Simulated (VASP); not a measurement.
# K (Im-3m) in VASP: notebook, part 2 of 2

VASP 6.6.1.

### Step 4. Single point, r2SCAN (volume scaled by 0.97)

The input, POSCAR:

```
K
1.0
   -2.6423508275      2.6423508275      2.6423508275
    2.6423508275     -2.6423508275      2.6423508275
    2.6423508275      2.6423508275     -2.6423508275
K
1
Direct
    0.0000000000      0.0000000000      0.0000000000
```

The input, INCAR.step1:

```
SYSTEM = K
PREC = Accurate
ENCUT = 520
ISMEAR = 0
SIGMA = 0.1
LREAL = .False.
LASPH = .True.
NELM = 60
NBANDS = 10
GGA = PE
ALGO = Normal
EDIFF = 1E-4
LWAVE = .True.
LCHARG = .False.
```

The input, INCAR.step2:

```
SYSTEM = K
PREC = Accurate
ENCUT = 520
EDIFF = 1E-6
ISMEAR = 0
SIGMA = 0.1
LREAL = .False.
LASPH = .True.
NELM = 60
ALGO = Normal
ISIF = 2
LWAVE = .False.
LCHARG = .False.
METAGGA = R2SCAN
LMIXTAU = .True.
NBANDS = 10
ISTART = 1
```

The input, KPOINTS:

```
regular mesh
0
Gamma
  12 12 12
  0 0 0
```

Run with:

```sh
$ cat potpaw_PBE.64/K_sv/POTCAR > POTCAR
$ cp INCAR.step1 INCAR
$ mpirun -np 1 vasp_std > vasp.out
$ cp INCAR.step2 INCAR
$ mpirun -np 1 vasp_std > vasp.out
```

Run time: 4.3 min. Hardware: 1 thread of Oxide Virtual Turin-like, shared host; peak memory 0.2 GiB.

Results (log left out):

- Free energy: -6.0117 eV
- Pressure: 0.1 GPa

Levels at points of the mesh, in eV from the Fermi level:
| k point | band 1 | band 2 | band 3 | band 4 | band 5 | band 6 | band 7 | band 8 |
| --- | --- | --- | --- | --- | --- | --- | --- | --- |
| (0.00, 0.00, 0.00) | -33.64 | -16.31 | -16.31 | -16.31 | -2.28 | 4.77 | 4.77 | 4.77 |
| (0.50, 0.00, 0.00) | -33.63 | -16.38 | -16.33 | -16.31 | 0.59 | 0.66 | 3.51 | 5.44 |
| (0.50, 0.50, 0.50) | -33.63 | -16.36 | -16.36 | -16.36 | 1.80 | 1.80 | 3.78 | 3.78 |

Caveat: the cell differs from its parent crystal (volume scaled by 0.97); the PAW data sets were made with another functional, which shifts forces and pressure a little.

### Step 5. Single point, r2SCAN

This run uses another cell than the first one, of 76.08 Å³/atom, 1.067 times its volume.

The input, POSCAR:

```
K
1.0
   -2.6693154534      2.6693154534      2.6693154534
    2.6693154534     -2.6693154534      2.6693154534
    2.6693154534      2.6693154534     -2.6693154534
K
1
Direct
    0.0000000000      0.0000000000      0.0000000000
```

INCAR.step1: that of step 4 with these lines changed.

```diff
@@ -7,3 +7,3 @@
 LASPH = .True.
-NELM = 60
+NELM = 100
 NBANDS = 10
```

INCAR.step2: that of step 4 with these lines changed.

```diff
@@ -8,3 +8,3 @@
 LASPH = .True.
-NELM = 60
+NELM = 100
 ALGO = Normal
```

KPOINTS is that of step 4.

Run with:

```sh
$ cat potpaw_PBE.64/K_sv/POTCAR > POTCAR
$ cp INCAR.step1 INCAR
$ mpirun -np 1 vasp_std > vasp.out
$ cp INCAR.step2 INCAR
$ mpirun -np 1 vasp_std > vasp.out
```

Wall time 4.3 min (1 thread of Oxide Virtual Turin-like, shared host); peak memory 0.2 GiB.

The run converged. Its results:

```yaml
Free_energy: -6.0129 eV
Pressure: 0.0 GPa
```

Levels at points of the mesh, in eV from the Fermi level:
| k point | band 2 | band 3 | band 4 | band 5 | band 6 | band 7 |
| --- | --- | --- | --- | --- | --- | --- |
| (0.00, 0.00, 0.00) | -16.33 | -16.33 | -16.33 | -2.24 | 4.74 | 4.74 |
| (0.50, 0.00, 0.00) | -16.39 | -16.35 | -16.33 | 0.59 | 0.64 | 3.49 |
| (0.50, 0.50, 0.50) | -16.38 | -16.38 | -16.38 | 1.82 | 1.82 | 3.70 |

Caveat: the PAW data sets were made with another functional, which shifts forces and pressure a little.

### Step 6. Single point, r2SCAN (volume scaled by 1.03)

The input, POSCAR:

```
K
1.0
   -2.6957460382      2.6957460382      2.6957460382
    2.6957460382     -2.6957460382      2.6957460382
    2.6957460382      2.6957460382     -2.6957460382
K
1
Direct
    0.0000000000      0.0000000000      0.0000000000
```

The input, INCAR.step1:

```
SYSTEM = K
  PREC = Accurate
  ENCUT = 520
  ISMEAR = 0
  SIGMA = 0.1
  LREAL = .False.
  LASPH = .True.
  NELM = 80
  NBANDS = 10
  GGA = PE
  ALGO = Normal
  EDIFF = 1E-4
  LWAVE = .True.
  LCHARG = .False.
```

The input, INCAR.step2:

```
SYSTEM = K
  PREC = Accurate
  ENCUT = 520
  EDIFF = 1E-6
  ISMEAR = 0
  SIGMA = 0.1
  LREAL = .False.
  LASPH = .True.
  NELM = 80
  ALGO = Normal
  ISIF = 2
  LWAVE = .False.
  LCHARG = .True.
  METAGGA = R2SCAN
  LMIXTAU = .True.
  LELF = .True.
  LVHAR = .True.
  NBANDS = 10
  ISTART = 1
```

KPOINTS is that of step 5.

Potentials or basis: VASP PAW PBE potentials, release 64 (K_sv).

Run with:

```sh
$ cat potpaw_PBE.64/K_sv/POTCAR > POTCAR
$ cp INCAR.step1 INCAR
$ mpirun -np 1 vasp_std > vasp.out
$ cp INCAR.step2 INCAR
$ mpirun -np 1 vasp_std > vasp.out
```

OUTCAR:

```text
SYSTEM = K
   PREC = Accurate
   ENCUT = 520
   EDIFF = 1E-6
   ISMEAR = 0
   LREAL = .False.
   LASPH = .True.
   NELM = 80
   ISIF = 2
   METAGGA = R2SCAN
   ISTART = 1

 ion  position               nearest neighbor table
   1  0.000  0.000  0.000-

  LATTYP: Found a body centered cubic cell.
 ALAT       =     5.3914920764

  Lattice vectors:

 A1 = (  -2.6957460382,   2.6957460382,   2.6957460382)
 A2 = (   2.6957460382,  -2.6957460382,   2.6957460382)
 A3 = (   2.6957460382,   2.6957460382,  -2.6957460382)

Analysis of symmetry for initial positions (statically):
=====================================================================
 Subroutine PRICEL returns:
 Original cell was already a primitive cell.

 Routine SETGRP: Setting up the symmetry group for a
 body centered cubic supercell.

 Subroutine GETGRP returns: Found 48 space group operations
 (whereof 48 operations were pure point group operations)
[... 164 lines left out ...]
 val. band max:       -0.2398926364   @ k =   0.2500   0.2500   0.0000
 cond. band min:      -0.1679015397   @ k =   0.3333   0.1667   0.0000
 fundamental gap:      0.0719910967
 Fermi energy:        -0.2159889751

 k-point     1 :       0.0000    0.0000    0.0000
  band No.  band energies     occupation
      1     -33.8971      2.00000
      2     -16.5721      2.00000
      3     -16.5721      2.00000
      4     -16.5721      2.00000
      5      -2.4131      2.00000
      6       4.4897      0.00000
      7       4.4897      0.00000
      8       4.4897      0.00000
      9       5.4150      0.00000
     10       5.4150      0.00000
[... 287 lines left out ...]
 k-point    24 :       0.4167    0.0833    0.0833
  band No.  band energies     occupation
      1     -33.8939      2.00000
      2     -16.6235      2.00000
      3     -16.5927      2.00000
      4     -16.5755      2.00000
      5       0.5105      0.00000
      6       0.5412      0.00000
      7       2.8068      0.00000
      8       4.7940      0.00000
      9       5.9218      0.00000
     10       5.9838      0.00000

 [... further k-points ...]

------------------------ aborting loop because EDIFF is reached ----------------------------------------

  FORCE on cell =-STRESS in cart. coord.  units (eV):
  Direction    XX          YY          ZZ          XY          YZ          ZX
  --------------------------------------------------------------------------------------
  -------------------------------------------------------------------------------------
  Total       -0.0513900     -0.0513900     -0.0513900      0.0000000      0.0000000     -0.0000000
  in kB       -1.0507320     -1.0507320     -1.0507320      0.0000000      0.0000000     -0.0000000
  external PRESSURE =      -1.0507320 kB  Pullay stress =       0.0000000 kB

 VOLUME and BASIS-vectors are now :
 -----------------------------------------------------------------------------
  energy-cutoff  :      520.00
  volume of cell :       78.36
      direct lattice vectors                 reciprocal lattice vectors
    -2.695746038  2.695746038  2.695746038     0.000000000  0.185477413  0.185477413
     2.695746038 -2.695746038  2.695746038     0.185477413  0.000000000  0.185477413
     2.695746038  2.695746038 -2.695746038     0.185477413  0.185477413  0.000000000

 POSITION                                       TOTAL-FORCE (eV/Angst)
 -----------------------------------------------------------------------------------
      0.00000      0.00000      0.00000         0.000000      0.000000     -0.000000
 -----------------------------------------------------------------------------------
    total drift:                                0.000000     -0.000000     -0.000000

  FREE ENERGIE OF THE ION-ELECTRON SYSTEM (eV)
  ---------------------------------------------------
  free  energy   TOTEN  =        -6.0125194583 eV

  energy  without entropy=       -6.0077264511  energy(sigma->0) =       -6.01012295
```

OSZICAR.step1:

```text
N       E                     dE             d eps       ncg     rms          rms(c)
DAV:   1     0.441023746507E+02    0.44102E+02   -0.35059E+03  1440   0.676E+02
DAV:   2     0.577008812742E+00   -0.43525E+02   -0.42933E+02  1548   0.189E+02
DAV:   3    -0.995823910166E+00   -0.15728E+01   -0.15611E+01  2294   0.276E+01
DAV:   4    -0.104362178583E+01   -0.47798E-01   -0.47607E-01  1948   0.411E+00
DAV:   5    -0.104458054483E+01   -0.95876E-03   -0.95853E-03  2256   0.447E-01    0.183E+00
DAV:   6    -0.104497100859E+01   -0.39046E-03   -0.13242E-03  2226   0.226E-01    0.113E+00
DAV:   7    -0.104548220610E+01   -0.51120E-03   -0.25831E-03  2200   0.327E-01    0.501E-02
DAV:   8    -0.104554918512E+01   -0.66979E-04   -0.94934E-05  1504   0.115E-01
   1 F= -.10455492E+01 E0= -.10430481E+01  d E =-.500222E-02
```

Wall time 4.8 min (1 thread of Oxide Virtual Turin-like, shared host); peak memory 0.21 GiB.

Results:

```
Free energy : -6.0125 eV
Pressure    : -0.1 GPa
```

Caveat: the cell differs from its parent crystal (volume scaled by 1.03); the PAW data sets were made with another functional, which shifts forces and pressure a little.

### Step 7. Summary

| cell | k mesh | gap on the mesh (eV) | pressure (GPa) |
| --- | --- | --- | --- |
| a = 4.525 Å, angles 109.5°, 1 atom | 6 × 6 × 6 | none | 0.3 |
| a = 4.529 Å, angles 109.5°, 1 atom | 12 × 12 × 12 | none | 0.2 |
| a = 4.577 Å, angles 109.5°, 1 atom | 12 × 12 × 12 | none | 0.1 |
| a = 4.623 Å, angles 109.5°, 1 atom | 12 × 12 × 12 | none | 0.0 |
| a = 4.669 Å, angles 109.5°, 1 atom | 12 × 12 × 12 | none | -0.1 |

Alike in all rows: task single point; level r2SCAN; potentials or basis VASP PAW PBE potentials, release 64 (K_sv); no spin polarisation; cutoff (eV) 520; smearing gaussian 0.1 eV.

Caveats: the PAW data sets were made with another functional, which shifts forces and pressure a little.

Total energies depend on the potentials used, so only differences within one code and one set of settings carry meaning.
